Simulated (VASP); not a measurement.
Write the native input for VASP 6.6.1 that does the following.

```
Task                   : single point
Functional             : PBE
Potentials or basis    : VASP PAW PBE potentials, release 64 (Ga_d, Si)
Cutoff                 : 520 eV
k mesh                 : 6 × 6 × 6
Occupations            : gaussian, width 0.1 eV
Spin                   : no spin polarisation
Dipole correction      : no
Further INCAR settings : ALGO = Normal; EDIFF = 1e-06; NBANDS = 16
```

The structure of GaSi lies in POSCAR:

```
GaSi
1.0
    2.6109099084      0.0000000000      0.0000000000
    0.0000000000      2.6109099084      0.0000000000
    0.0000000000      0.0000000000      5.2201692546
Ga Si
1 1
Direct
    0.5000000000      0.5000000000      0.5000000000
    0.5000000000      0.5000000000      0.0000000000
```

The cell was generated, and may not be a known phase.

These files were run (other wordings do the same):

INCAR

```
SYSTEM = GaSi
PREC     = Accurate       ! precision mode
ENCUT    = 520            ! plane-wave cutoff, eV
EDIFF    = 1E-6           ! SCF threshold, eV
ISMEAR   = 0              ! smearing method
SIGMA    = 0.1            ! smearing width, eV
LREAL    = .FALSE.        ! projectors in reciprocal space
LASPH    = .TRUE.         ! aspherical terms in the spheres
NELM     = 60             ! most SCF steps
ALGO     = Normal         ! electronic algorithm
ISIF     = 2              ! what is computed and relaxed
LWAVE    = .FALSE.        ! write WAVECAR
LCHARG   = .TRUE.         ! write CHGCAR
GGA      = PE             ! functional
LELF     = .TRUE.         ! ELF
LVHAR    = .TRUE.       
NBANDS   = 16             ! bands
```

KPOINTS

```
Automatic mesh
0
G
  6 6 6
  0 0 0
```

Potentials or basis: VASP PAW PBE potentials, release 64 (Ga_d, Si).

Run with:

```bash
$ cat potpaw_PBE.64/Ga_d/POTCAR potpaw_PBE.64/Si/POTCAR > POTCAR
$ mpirun -np 1 vasp_std > vasp.out
```

Results of the run:

```yaml
Pressure: 0.0 GPa
Band_gap_on_the_k_mesh: zero (an odd number of electrons rules out a gap without spin polarisation)
```

Caveat: the k points lie up to 0.40 Å⁻¹ apart, too coarse for converged energies and pressures of a metal.

It took 21 s on 1 thread of Intel Xeon 8259CL, with other jobs on the host, peak memory 0.16 GiB.
